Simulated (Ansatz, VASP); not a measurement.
# HfBi3O: VASP beside Ansatz

```
Hf Bi O
1.0
     5.56759    0.00000    0.00000
     0.00000    5.56759    0.00000
     0.00000    0.00000    5.65114
Hf Bi O
1 3 1
Direct
  0.50000 0.50000 0.60876
  0.50000 0.50000 0.10878
  0.50000 0.00000 0.60883
  0.00000 0.50000 0.60883
  0.00000 0.00000 0.60780
```

Change from the starting cell: species swapped into the BaTiO3 type (P4mm, No. 99).

Alike in both runs: functional PBE; k mesh 4 × 4 × 4; occupations gaussian, width 0.1 eV; no spin polarisation.

Ansatz relaxed the structure, and its values are those at the end. VASP's run is a single point on that final structure, the one shown.

```csv
,VASP,Ansatz
version,VASP 6.6.1,Ansatz 0.2.0
potentials or method,"VASP PAW PBE potentials, release 64 (Hf_pv, Bi_d, O), cutoff 520 eV","scalar-relativistic, plane waves, PAW"
valence electrons in the cell,61,77
```

VASP gave:

- gap on the k mesh at the Fermi level (eV): none
- pressure (GPa): -0.3
- rms of the force components (eV/Å): 0.004

Task: What did Ansatz give for the same quantities?

Result: gap on the k mesh at the Fermi level (eV): none; pressure (GPa): -0.1; rms of the force components (eV/Å): 0.004.

A gap of «none» marks a metal or a gap that the smearing closes. VASP's potentials hold 61 valence electrons a cell and Ansatz's 77, so a difference there can come from the potentials and not from the codes.

Neither program's run includes spin-orbit coupling.
